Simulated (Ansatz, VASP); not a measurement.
## Ge: VASP beside Ansatz

```
CELL_PARAMETERS angstrom
0.00000 2.83724 2.83724
2.83724 0.00000 2.83724
2.83724 2.83724 0.00000
ATOMIC_POSITIONS crystal
Ge 0.00000 0.00000 0.00000
Ge 0.25000 0.25000 0.25000
```

Alike in both runs: functional r2SCAN; k mesh 10 × 10 × 10; occupations gaussian, width 0.01 eV; no spin polarisation.

Ansatz relaxed the structure, and its values are those at the end. VASP's run is a single point on that final structure, the one shown.

|  | VASP | Ansatz |
| --- | --- | --- |
| version | VASP 6.6.1 | Ansatz 0.2.0 |
| potentials or method | VASP PAW PBE potentials, release 64 (Ge_d) | scalar-relativistic, plane waves, PAW |
| plane-wave cutoff (eV) | 520 | 500 |
| valence electrons in the cell | 28 | 28 |

|  | VASP | Ansatz | Ansatz less VASP |
| --- | --- | --- | --- |
| gap on the k mesh at the Fermi level (eV) | 0.32 | 0.36 | +0.039 |
| least direct gap on the mesh (eV) | 0.32 | 0.36 | +0.039 |
| pressure (GPa) | 0.0 | 0.0 | -0.04 |

VASP's potentials were made for PBE, not for r2SCAN. The functional is the same, so the differences come from potentials, cutoffs and numerics.
